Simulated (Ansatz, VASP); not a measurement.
**Two plane-wave programs on MgI2**

The input POSCAR:

```
MgI2
1.0
    4.1566396118      0.0000000000      0.0000000000
   -2.0783198059      3.5997554982      0.0000000000
    0.0000000000      0.0000000000      6.8756215139
Mg I
1 2
Direct
    0.0000000000      0.0000000000      0.0000000000
    0.3333333333      0.6666666667      0.2425731935
    0.6666666667      0.3333333333      0.7574268065
```

Contents of INCAR.step1:

```
SYSTEM = MgI2
ALGO = Normal
EDIFF = 1E-4
ENCUT = 520
GGA = PE
ISMEAR = 0
LASPH = .True.
LCHARG = .False.
LREAL = .False.
LWAVE = .True.
NBANDS = 15
NELM = 60
PREC = Accurate
SIGMA = 0.01
```

INCAR.step2

```
SYSTEM = MgI2
ALGO = Normal
EDIFF = 1E-6
ENCUT = 520
ISIF = 2
ISMEAR = 0
ISTART = 1
LASPH = .True.
LCHARG = .False.
LMIXTAU = .True.
LREAL = .False.
LWAVE = .False.
METAGGA = R2SCAN
NBANDS = 15
NELM = 60
PREC = Accurate
SIGMA = 0.01
```

File KPOINTS:

```
k-points
0
Gamma
  12 12 4
  0 0 0
```

Input for Ansatz:

```yaml
crystal:
  lattice:
    - [4.1566396118, 0.0, 0.0]
    - [-2.0783198059, 3.5997554982, 0.0]
    - [0.0, 0.0, 6.8756215139]
  atoms:
    - { symbol: Mg, position: [0.0, 0.0, 0.0] }
    - { symbol: I, position: [0.3333333333, 0.6666666667, 0.2425731935] }
    - { symbol: I, position: [0.6666666667, 0.3333333333, 0.7574268065] }
kpoints:
  mp_grid: { grid: [12, 12, 4] }
  band_path:
    path:
      - [0.0, 0.0, 0.0]
      - [0.5, 0.0, 0.0]
      - [0.3333333333, 0.3333333333, 0.0]
      - [0.0, 0.0, 0.5]
      - [0.5, 0.0, 0.5]
      - [0.3333333333, 0.3333333333, 0.5]
      - [0.0, 0.46875, 0.322917]
    npoints: 1
hamiltonian:
  xc: r2scan
scf:
  occupations: { method: fixed }
  n_extra_bands: 4
output:
  forces: true
  stress: true
  eigenvalues: true
```

Alike in both runs: task single point; functional r2SCAN; k mesh 12 × 12 × 4; no spin polarisation.

```csv
,VASP,Ansatz
version,VASP 6.6.1,Ansatz 0.2.0
potentials or method,"VASP PAW PBE potentials, release 64 (Mg, I)","plane waves, PAW"
plane-wave cutoff (eV),520,500
occupations,"gaussian, width 0.01 eV",fixed
valence electrons in the cell,16,44
```

```csv
,VASP,Ansatz,Ansatz less VASP
gap on the k mesh at the Fermi level (eV),4.10,4.14,+0.033
pressure (GPa),0.5,0.6,+0.12
rms of the force components (eV/Å),0.020,0.012,-0.0085
```

VASP's potentials were made for PBE, not for r2SCAN. Atom by atom the forces differ by 0.009 eV/Å (rms over components). VASP's potentials hold 16 valence electrons a cell and Ansatz's 44, so a difference there can come from the potentials and not from the codes.

Neither program's run includes spin-orbit coupling.
